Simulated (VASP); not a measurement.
# Cl (Cmce) in VASP: notebook, part 2 of 2

VASP 6.6.1. Earlier steps stand in the parts before.

## (3) Relaxation of cell and atoms, PBEsol

This run uses another cell than the first one, of 27.13 Å³/atom.

Contents of INCAR:

```
SYSTEM = Cl
  ALGO = Normal
  EDIFF = 1E-6
  EDIFFG = -0.02
  ENCUT = 600
  GGA = PS
  IBRION = 2
  ISIF = 3
  ISMEAR = 0
  LASPH = .True.
  LCHARG = .False.
  LREAL = .False.
  LWAVE = .False.
  NELM = 100
  NSW = 70
  PREC = Accurate
  SIGMA = 0.02
```

Contents of KPOINTS:

```
k-points
0
Gamma
  6 6 4
  0 0 0
```

Contents of POSCAR:

```
Cl
1.0
    3.2960677808     -2.0333440756      0.0000000000
    3.2960677808      2.0333440756      0.0000000000
    0.0000000000      0.0000000000      8.0947128585
Cl
4
Direct
    0.8748594435      0.1251405565      0.1086883287
    0.6251405565      0.3748594435      0.6086883287
    0.1251405565      0.8748594435      0.8913116713
    0.3748594435      0.6251405565      0.3913116713
```

Potentials or basis: VASP PAW PBE potentials, release 64 (Cl).

On the command line:

```sh
> cat potpaw_PBE.64/Cl/POTCAR > POTCAR
> mpirun -np 1 vasp_std > vasp.out
```

OUTCAR:

```text
SYSTEM = Cl
   EDIFF = 1E-6
   EDIFFG = -0.02
   ENCUT = 600
   GGA = PS
   IBRION = 2
   ISIF = 3
   ISMEAR = 0
   LASPH = .True.
   LREAL = .False.
   NELM = 100
   NSW = 70
   PREC = Accurate

 ion  position               nearest neighbor table
   1  0.875  0.125  0.109-   3 2.03
   2  0.625  0.375  0.609-   4 2.03
   3  0.125  0.875  0.891-   1 2.03
   4  0.375  0.625  0.391-   2 2.03

  LATTYP: Found a base centered orthorhombic cell.
 ALAT       =     4.0666881512
 B/A-ratio  =     1.6210083775
 C/A-ratio  =     1.9904926460

  Lattice vectors:

 A1 = (  -3.2960677808,  -2.0333440756,   0.0000000000)
 A2 = (   3.2960677808,  -2.0333440756,   0.0000000000)
 A3 = (   0.0000000000,   0.0000000000,   8.0947128585)

Analysis of symmetry for initial positions (statically):
=====================================================================
[... 375 lines left out ...]
  ext. energy  EPLUGINS =         0.00000000
  ---------------------------------------------------
  free energy    TOTEN  =        -8.06154855 eV

  energy without entropy =       -8.06154855  energy(sigma->0) =       -8.06154855

 E-fermi :   0.2967     XC(G=0):  -8.2875

 val. band max:        0.1599739338   @ k =   0.0000   0.0000   0.0000
 cond. band min:       2.3284496814   @ k =   0.0000   0.0000   0.0000
 fundamental gap:      2.1684757476
 Fermi energy:         0.2967075250

 k-point     1 :       0.0000    0.0000    0.0000
  band No.  band energies     occupation
      1     -16.7913      2.00000
      2     -16.3605      2.00000
      3     -13.0566      2.00000
      4     -11.8813      2.00000
      5      -5.8188      2.00000
      6      -4.1963      2.00000
[... 481 lines left out ...]
      5      -5.5031      2.00000
      6      -4.6919      2.00000
[... 10 lines left out ...]
     17       8.7571      0.00000
     18       9.0436      0.00000

 [... further k-points ...]
[... 5 lines left out ...]
  --------------------------------------------------------------------------------------
  -------------------------------------------------------------------------------------
  Total        0.0275237      0.0043597     -0.0057572      0.0000000      0.0000000      0.0000000
  in kB        0.4128320      0.0653919     -0.0863525      0.0000000      0.0000000      0.0000000
  external PRESSURE =       0.1306238 kB  Pullay stress =       0.0000000 kB
[... 19 lines left out ...]
  FREE ENERGIE OF THE ION-ELECTRON SYSTEM (eV)
  ---------------------------------------------------
  free  energy   TOTEN  =        -8.0615485477 eV

  energy  without entropy=       -8.0615485477  energy(sigma->0) =       -8.06154855

 reached required accuracy - stopping structural energy minimisation
```

CONTCAR:

```text
Cl
   1.00000000000000
     3.4091947379925300   -1.9589105829150173   -0.0000000000000000
     3.4091947379925300    1.9589105829150173    0.0000000000000000
     0.0000000000000000    0.0000000000000000    7.9973654366315028
  Cl
     4
Direct
     0.8727953233569803    0.1272046766430197    0.1099412534994071
     0.6272046766430197    0.3727953233569803    0.6099412534994072
     0.1272046766430197    0.8727953233569803    0.8900587465005928
     0.3727953233569803    0.6272046766430197    0.3900587465005930

  0.00000000E+00  0.00000000E+00  0.00000000E+00
  0.00000000E+00  0.00000000E+00  0.00000000E+00
  0.00000000E+00  0.00000000E+00  0.00000000E+00
  0.00000000E+00  0.00000000E+00  0.00000000E+00
```

Wall time 9.1 min (1 thread of Intel Xeon Platinum 8259CL at 2.50GHz (Skylake/Cascade Lake), shared host); peak memory 0.28 GiB.

What came out:

| Quantity | Value |
| --- | --- |
| Free energy | -8.0615 eV |
| Relaxed volume | 26.70 Å³/atom |
| Relaxed cell | a = 3.932 Å, b = 3.932 Å, c = 7.997 Å, α = 90.00°, β = 90.00°, γ = 59.76° |
| Space group after relaxing (to 0.1 Å) | Cmce (No. 64) |
| Energy gained by relaxing | 4.1 meV/atom |
| Ionic steps | 16 |
| Pressure after relaxing | 0.0 GPa |
| Largest force after relaxing | 0.017 eV/Å |
| Band gap on the k mesh | 2.17 eV |

Forces on the atoms (eV/Å):
```
Cl   0.000 -0.016  0.004
Cl   0.000  0.016  0.004
Cl   0.000  0.016 -0.004
Cl   0.000 -0.016 -0.004
```

The path:
| step | energy change (eV) | largest force (eV/Å) | pressure (GPa) | volume (Å³) |
| --- | --- | --- | --- | --- |
| 1 | 0.0000 | 0.2611 | -0.92 | 108.50 |
| 2 | 0.0096 | 0.5919 | 1.24 | 106.06 |
| 3 | -0.0085 | 0.0669 | -0.09 | 107.49 |
| 4 | -0.0098 | 0.0573 | -0.08 | 107.22 |
| 5 | -0.0126 | 0.0262 | -0.02 | 106.43 |
| 6 | -0.0131 | 0.0455 | 0.16 | 104.85 |
| 7 | -0.0139 | 0.0171 | 0.07 | 105.59 |
| 8 | -0.0144 | 0.0352 | -0.02 | 105.83 |
| 9 | -0.0147 | 0.1149 | -0.26 | 106.46 |
| 10 | -0.0148 | 0.0865 | -0.18 | 106.24 |
| 11 | -0.0149 | 0.0840 | -0.18 | 106.26 |
| 12 | -0.0152 | 0.0759 | -0.16 | 106.32 |
| 13 | -0.0157 | 0.0606 | -0.11 | 106.43 |
| 14 | -0.0163 | 0.0306 | -0.05 | 106.65 |
| 15 | -0.0160 | 0.0439 | 0.11 | 107.08 |
| 16 | -0.0164 | 0.0166 | 0.01 | 106.82 |

Final structure:
```
Cl
1.0
     3.40919   -1.95891    0.00000
     3.40919    1.95891    0.00000
     0.00000    0.00000    7.99737
Cl
4
Direct
  0.87280 0.12720 0.10994
  0.62720 0.37280 0.60994
  0.12720 0.87280 0.89006
  0.37280 0.62720 0.39006
```

Levels at points of the mesh, in eV from the valence-band top:
```csv
k point,band 10,band 11,band 12,band 13,band 14,band 15,band 16,band 17,band 18
"(0.00, 0.00, 0.00)",-2.39,-1.16,-0.49,-0.41,0.00,2.17,3.11,6.42,6.90
"(0.50, 0.00, 0.00)",-2.83,-1.04,-1.04,-0.51,-0.51,3.01,3.01,7.64,7.64
"(0.50, 0.50, 0.00)",-2.68,-1.61,-1.30,-0.52,-0.19,2.22,2.98,8.06,8.21
"(0.00, 0.00, 0.50)",-2.43,-1.01,-1.01,-0.19,-0.19,2.55,2.55,6.92,6.92
"(0.50, 0.00, 0.50)",-2.88,-0.70,-0.70,-0.15,-0.15,2.59,2.59,7.96,7.96
"(0.50, 0.50, 0.50)",-2.62,-1.08,-1.08,-0.85,-0.85,2.53,2.53,8.88,8.88
```

Caveat: this functional lacks dispersion, which holds the molecules together, so the pressure and a relaxed volume are unreliable; the PAW data sets were made with another functional, which shifts forces and pressure a little. A k mesh can miss the band edges.
